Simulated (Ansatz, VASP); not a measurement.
**Two plane-wave programs on Pt**

```xyz
6
Lattice="1.9579 -1.9579 0.0000 1.9579 0.0000 -1.9579 9.5637 9.5637 9.5637" Properties=species:S:1:pos:R:3 pbc="T T T"
Pt    3.2630   -0.6528   -0.6528
Pt    7.1788    7.1788    7.1788
Pt    3.2630    1.3051    1.3051
Pt    7.1788    3.2630    3.2630
Pt    3.2630    3.2630    3.2630
Pt    7.1788    5.2209    5.2209
```

Alike in both runs: task single point; functional PBE; k mesh 19 × 19 × 4; occupations gaussian, width 0.15 eV; no spin polarisation.

|  | VASP | Ansatz |
| --- | --- | --- |
| version | VASP 6.6.1 | Ansatz 0.2.0 |
| potentials or method | VASP PAW PBE potentials, release 64 (Pt), cutoff 520 eV | scalar-relativistic, plane waves, PAW |
| valence electrons in the cell | 60 | 108 |

VASP gave:

- gap on the k mesh at the Fermi level (eV): none
- pressure (GPa): 3.8
- traceless stress, the component that is largest in VASP (GPa): 1.69
- rms of the force components (eV/Å): 0.207

Q: Estimate Ansatz's values.

A: gap on the k mesh at the Fermi level (eV): none; pressure (GPa): 4.2; traceless stress, the component that is largest in VASP (GPa): 1.71; rms of the force components (eV/Å): 0.216.

Atom by atom the forces differ by 0.008 eV/Å (rms over components). A gap of «none» marks a metal or a gap that the smearing closes. VASP's potentials hold 60 valence electrons a cell and Ansatz's 108, so a difference there can come from the potentials and not from the codes.

Neither program's run includes spin-orbit coupling.
